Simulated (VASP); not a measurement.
**LiNbO3: single point with PBE**

LiNbO3:

```
Li Nb O
1.0
     2.73911    1.58143    4.18007
    -2.73911    1.58143    4.18007
     0.00000   -3.16285    4.18007
Li Nb O
2 2 6
Direct
  0.25000 0.25000 0.25000
  0.75000 0.75000 0.75000
  0.00000 0.00000 0.00000
  0.50000 0.50000 0.50000
  0.12076 0.37924 0.75000
  0.75000 0.12076 0.37924
  0.37924 0.75000 0.12076
  0.87924 0.62076 0.25000
  0.25000 0.87924 0.62076
  0.62076 0.25000 0.87924
```

This cell differs from its parent crystal: atoms shifted along a free coordinate, c/a of the conventional cell at fixed volume 2.2891.

| Quantity | Value |
| --- | --- |
| Program | VASP 6.6.1 |
| Task | single point |
| Functional | PBE |
| Potentials or basis | VASP PAW PBE potentials, release 64 (Li_sv, Nb_sv, O) |
| Cutoff | 520 eV |
| k mesh | 6 × 6 × 6 |
| Occupations | gaussian, width 0.05 eV |
| Spin | no spin polarisation |
| Dipole correction | no |
| Further INCAR settings | ALGO = Normal; EDIFF = 1e-06; NBANDS = 45 |

```json
{
 "Largest force": "0.702 eV/Å",
 "Band gap on the k mesh": "1.81 eV"
}
```

Forces in eV/Å, atoms in the order of the input:
```
Li   0.000  0.000  0.000
Li   0.000  0.000  0.000
Nb   0.000  0.000  0.000
Nb   0.000  0.000  0.000
O    0.702  0.000  0.000
O   -0.351  0.608  0.000
O   -0.351 -0.608  0.000
O   -0.702  0.000  0.000
O    0.351 -0.608  0.000
O    0.351  0.608  0.000
```

Levels at points of the mesh, in eV from the valence-band top:
```
           k point  band 31  band 32  band 33  band 34  band 35  band 36  band 37  band 38
(0.00, 0.00, 0.00)    -0.70    -0.28    -0.28     0.00     1.81     2.25     2.25     4.01
(0.50, 0.00, 0.00)    -0.38    -0.38    -0.35    -0.35     3.48     3.48     3.67     3.67
(0.50, 0.50, 0.00)    -1.19    -0.83    -0.72    -0.16     2.05     2.83     3.19     3.92
(0.50, 0.50, 0.50)    -0.74    -0.74    -0.74    -0.74     3.03     3.03     3.83     3.83
```

Run time: 100 s on 1 thread of Intel(R) Xeon(R) 6975P-C (Granite Rapids) (shared host), peak memory 0.3 GiB.

 A k mesh can miss the band edges.
